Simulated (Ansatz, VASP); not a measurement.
**Two plane-wave programs on AlRu**

```
Al Ru
1.0
     2.86217    0.00000    0.00000
     0.00000    2.86217    0.00000
     0.00000    0.00000    3.09643
Al Ru
1 1
Direct
  0.00000 0.00000 0.00000
  0.50000 0.50000 0.50000
```

Change from the starting cell: band edges of the strained film's bulk.

Alike in both runs: task single point; functional PBEsol; k mesh 12 × 12 × 11; occupations gaussian, width 0.1 eV; no spin polarisation.

|  | VASP | Ansatz |
| --- | --- | --- |
| version | VASP 6.6.1 | Ansatz 0.2.0 |
| potentials or method | VASP PAW PBE potentials, release 64 (Al, Ru_pv), cutoff 520 eV | scalar-relativistic, plane waves, PAW |
| valence electrons in the cell | 17 | 19 |

Ansatz gave:

| Quantity | Value |
| --- | --- |
| gap on the k mesh at the Fermi level (eV) | none |
| pressure (GPa) | 9.9 |
| traceless stress, the component that is largest in VASP (GPa) | -9.82 |

Which values does VASP return?

gap on the k mesh at the Fermi level (eV): none; pressure (GPa): 10.0; traceless stress, the component that is largest in VASP (GPa): -9.84.

VASP's potentials were made for PBE, not for PBEsol. A gap of «none» marks a metal or a gap that the smearing closes. VASP's potentials hold 17 valence electrons a cell and Ansatz's 19, so a difference there can come from the potentials and not from the codes.
